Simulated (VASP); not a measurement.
# MgI2: single point with PBE

Crystal: MgI2.

```
Mg I
1.0
     4.20720    0.00000   -0.15419
    -2.10360    3.64354    0.07710
    -0.28630    0.00000    7.60315
Mg I
1 2
Direct
  0.00000 0.00000 0.00000
  0.30570 0.66720 0.77975
  0.69430 0.33280 0.22025
```

This cell differs from its parent crystal: engineering shear strain xz -0.0733, normal strain along z -0.0267.

```yaml
Program: VASP 6.6.1
Task: single point
Functional: PBE
Potentials_or_basis: VASP PAW PBE potentials, release 64 (Mg, I)
Cutoff: 520 eV
k_mesh: 6 × 6 × 4
Occupations: gaussian, width 0.05 eV
Spin: no spin polarisation
Dipole_correction: no
Further_INCAR_settings: ALGO = Normal; EDIFF = 1e-06; NBANDS = 15
```

```yaml
Pressure: 0.0 GPa
Largest_force: 0.015 eV/Å
Band_gap_on_the_k_mesh: 3.55 eV, indirect (least direct gap 3.69 eV)
```

Forces in eV/Å, atoms in the order of the input:
```
Mg   0.000  0.000  0.000
I   -0.006 -0.002  0.014
I    0.006  0.002 -0.014
```

Stress tensor (GPa, compression positive):
```
-0.05  0.01  0.07
 0.01 -0.03  0.02
 0.07  0.02  0.06
```

Levels at points of the mesh, in eV from the valence-band top:
```tsv
k point	band 4	band 5	band 6	band 7	band 8	band 9	band 10	band 11	band 12	band 13
(0.00, 0.00, 0.00)	-0.31	-0.29	-0.20	-0.01	0.00	3.69	4.89	6.68	6.69	7.10
(0.50, 0.00, 0.00)	-2.65	-1.39	-1.15	-0.74	-0.38	3.72	5.51	5.89	7.24	7.46
(0.50, 0.50, 0.00)	-2.68	-1.43	-1.16	-0.55	-0.39	3.61	5.36	5.67	7.22	7.52
(0.00, 0.50, 0.00)	-2.66	-1.43	-1.15	-0.64	-0.40	3.67	5.43	5.81	7.25	7.57
(0.00, 0.00, 0.50)	-0.92	-0.29	-0.27	-0.05	-0.01	4.40	4.88	6.62	6.65	7.44
(0.50, 0.00, 0.50)	-2.80	-1.18	-1.11	-0.52	-0.44	3.55	5.33	5.67	6.44	7.56
(0.50, 0.50, 0.50)	-2.77	-1.12	-1.10	-0.73	-0.45	3.66	5.55	5.89	6.19	7.57
(0.00, 0.50, 0.50)	-2.79	-1.13	-1.10	-0.64	-0.45	3.60	5.41	5.75	6.31	7.51
```

It took 38 s on 1 thread of Intel(R) Xeon(R) 6975P-C (Granite Rapids), on a shared host, peak memory 0.32 GiB.

Caveat: the cell differs from its parent crystal (engineering shear strain xz -0.0733, normal strain along z -0.0267); spin-orbit coupling is left out, which moves the levels of the heavy elements. A k mesh can miss the band edges.
